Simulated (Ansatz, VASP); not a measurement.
**Two plane-wave programs on Fe**

Contents of INCAR:

```
SYSTEM = Fe
PREC = Accurate
ENCUT = 520
EDIFF = 1E-6
ISMEAR = -1
SIGMA = 0.1
LREAL = .False.
LASPH = .True.
NELM = 60
ALGO = Normal
ISIF = 2
LWAVE = .False.
LCHARG = .False.
GGA = PS
NBANDS = 24
```

The input KPOINTS:

```
regular mesh
0
Gamma
  7 11 7
  0 0 0
```

POSCAR

```
Fe
1.0
    0.0000000000      0.0000000000      3.7970000000
    2.3470000000      0.0000000000      0.0000000000
    0.0000000000      4.0651232454      0.0000000000
Fe
4
Direct
    0.2500000000      1.0000000000      0.3333333334
    0.2500000000      0.5000000000      0.8333333334
    0.7500000000      0.5000000000      0.1666666666
    0.7500000000      0.0000000000      0.6666666666
```

Input for Ansatz:

```yaml
crystal:
  lattice:
    - [0.0, 0.0, 3.797]
    - [2.347, 0.0, 0.0]
    - [0.0, 4.0651232454, 0.0]
  atoms:
    - { symbol: Fe, position: [0.25, 1.0, 0.3333333334] }
    - { symbol: Fe, position: [0.25, 0.5, 0.8333333334] }
    - { symbol: Fe, position: [0.75, 0.5, 0.1666666666] }
    - { symbol: Fe, position: [0.75, 0.0, 0.6666666666] }
kpoints:
  mp_grid: { grid: [7, 11, 7] }
scf:
  occupations: { method: fermi_dirac, width: 0.1 }
  lower_state_search: "off"
hamiltonian:
  xc: pbesol
  pseudopotentials: { kind: paw }
output:
  forces: true
  stress: true
  eigenvalues: true
```

Alike in both runs: task single point; functional PBEsol; k mesh 7 × 11 × 7; occupations fermi-dirac, width 0.1 eV; no spin polarisation.

|  | VASP | Ansatz |
| --- | --- | --- |
| version | VASP 6.6.1 | Ansatz 0.2.0 |
| potentials or method | VASP PAW PBE potentials, release 64 (Fe) | PAW with Ansatz's default frozen-core files, scalar-relativistic |
| plane-wave cutoff (eV) | 520 | 420 |
| valence electrons in the cell | 32 | 64 |

```tsv
	VASP	Ansatz	Ansatz less VASP
rms of the force components (eV/Å)	0.007	0.007	-0.0001
```

VASP's potentials were made for PBE, not for PBEsol. Atom by atom the forces differ by 0.000 eV/Å (rms over components). VASP's potentials hold 32 valence electrons a cell and Ansatz's 64, so a difference there can come from the potentials and not from the codes.
